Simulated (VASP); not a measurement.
Set up this calculation in VASP 6.6.1, as the native input.

```
Task                   : single point
Functional             : PBEsol
Potentials or basis    : VASP PAW PBE potentials, release 64 (Pd)
Cutoff                 : 520 eV
k mesh                 : 14 × 14 × 4
Occupations            : methfessel-paxton, width 0.1 eV
Spin                   : no spin polarisation
Dipole correction      : no
Further INCAR settings : ALGO = Normal; EDIFF = 1e-06; NBANDS = 28
```

The structure of Pd lies in POSCAR:

```
Pd
1.0
    2.8316240000      0.0000000000      0.0000000000
   -1.4158120000      2.4522612500      0.0000000000
    0.0000000000      0.0000000000      8.6790148721
Pd
4
Direct
    0.0000000000      0.0000000000      0.0000000000
    0.3333333333      0.6666666667      0.2500000000
    0.0000000000      0.0000000000      0.5000000000
    0.6666666667      0.3333333333      0.7500000000
```

The input as run:

INCAR

```
SYSTEM = Pd
PREC = Accurate ; ENCUT = 520
EDIFF = 1E-6 ; ISMEAR = 1
SIGMA = 0.1 ; LREAL = .False.
LASPH = .True. ; NELM = 80
ALGO = Normal ; ISIF = 2
LWAVE = .False. ; LCHARG = .False.
GGA = PS ; NBANDS = 28
```

KPOINTS

```
regular mesh
0
Gamma
  14 14 4
  0 0 0
```

Potentials or basis: VASP PAW PBE potentials, release 64 (Pd).

Launch:

```bash
$ cat potpaw_PBE.64/Pd/POTCAR > POTCAR
$ mpirun -np 1 vasp_std > vasp.out
```

It gave:

- Pressure: -5.7 GPa
- Band gap on the k mesh: zero (band 20 reaches 9.55 eV, above the bottom of band 21 at 8.62 eV)

Caveat: the PAW data sets were made with another functional, which shifts forces and pressure a little.

Wall time 2.7 min on 1 thread of Intel(R) Xeon(R) Platinum 8259CL CPU @ 2.50GHz (Skylake/Cascade Lake), with other jobs on the host, peak memory 0.24 GiB.
